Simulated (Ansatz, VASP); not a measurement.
# PtSe2 in VASP and in Ansatz

```xyz
3
Lattice="3.7240 0.0000 0.0000 -1.8620 3.2251 0.0000 0.0000 0.0000 5.0620" Properties=species:S:1:pos:R:3 pbc="T T T"
Pt    0.0000    0.0000    0.0000
Se    1.8620    1.0750    3.7965
Se    0.0000    2.1501    1.2655
```

Alike in both runs: task single point; functional PBE; k mesh 4 × 4 × 2; occupations fermi-dirac, width 0.02 eV; no spin polarisation.

|  | VASP | Ansatz |
| --- | --- | --- |
| version | VASP 6.6.1 | Ansatz 0.2.0 |
| potentials or method | VASP PAW PBE potentials, release 64 (Pt, Se), cutoff 500 eV | all-electron LAPW, scalar-relativistic |

VASP gave:

```
gap on the k mesh at the Fermi level (eV)                     : none
pressure (GPa)                                                : 7.0
traceless stress, the component that is largest in VASP (GPa) : -1.53
rms of the force components (eV/Å)                            : 0.300
```

Question: What did Ansatz give for the same quantities?

Answer: gap on the k mesh at the Fermi level (eV): none; pressure (GPa): 7.0; traceless stress, the component that is largest in VASP (GPa): -1.53; rms of the force components (eV/Å): 0.297.

Atom by atom the forces differ by 0.003 eV/Å (rms over components). A gap of «none» marks a metal or a gap that the smearing closes. Ansatz ran all-electron here, and VASP with PAW potentials.

The k mesh is coarse, so the values compare programs but aren't converged. Spin-orbit coupling is off throughout.
